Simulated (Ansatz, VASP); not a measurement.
**I in VASP and in Ansatz**

The input INCAR:

```
SYSTEM = I
PREC = Accurate ; ENCUT = 520
EDIFF = 1E-8 ; ISMEAR = -1
SIGMA = 0.08 ; LREAL = .FALSE.
LASPH = .TRUE. ; NELM = 80
ALGO = Normal ; ISIF = 2
LWAVE = .FALSE. ; LCHARG = .FALSE.
GGA = PE ; LEFG = .TRUE.
NBANDS = 10
```

Contents of KPOINTS:

```
Automatic mesh
0
G
  14 14 14
  0 0 0
```

POSCAR

```
I
1.0
    0.0000000000      2.5743212632      2.5743212632
    2.5743212632      0.0000000000      2.5743212632
    2.5743212632      2.5743212632      0.0000000000
I
1
Direct
    0.0000000000      0.0000000000      0.0000000000
```

Input for Ansatz:

```yaml
crystal:
  lattice:
    - [0.0, 2.5743212632, 2.5743212632]
    - [2.5743212632, 0.0, 2.5743212632]
    - [2.5743212632, 2.5743212632, 0.0]
  atoms:
    - { symbol: I, position: [0.0, 0.0, 0.0] }
kpoints:
  mp_grid: { grid: [14, 14, 14] }
scf:
  occupations: { method: fermi_dirac, width: 0.08 }
hamiltonian:
  xc: pbe
  pseudopotentials: { kind: paw }
output:
  forces: true
  stress: true
  eigenvalues: true
  efg: { contact_densities: true }
```

Change from the starting cell: volume scaled by 0.97, PAW files.

Alike in both runs: task electric field gradients; functional PBE; k mesh 14 × 14 × 14; occupations fermi-dirac, width 0.08 eV; no spin polarisation.

|  | VASP | Ansatz |
| --- | --- | --- |
| version | VASP 6.6.1 | Ansatz 0.2.0 |
| potentials or method | VASP PAW PBE potentials, release 64 (I) | PAW with Ansatz's default frozen-core files, scalar-relativistic |
| plane-wave cutoff (eV) | 520 | 420 |
| valence electrons in the cell | 7 | 17 |

|  | VASP | Ansatz | Ansatz less VASP |
| --- | --- | --- | --- |
| pressure (GPa) | 0.8 | 0.8 | +0.03 |

VASP's potentials hold 7 valence electrons a cell and Ansatz's 17, so a difference there can come from the potentials and not from the codes.

Spin-orbit coupling is off throughout.
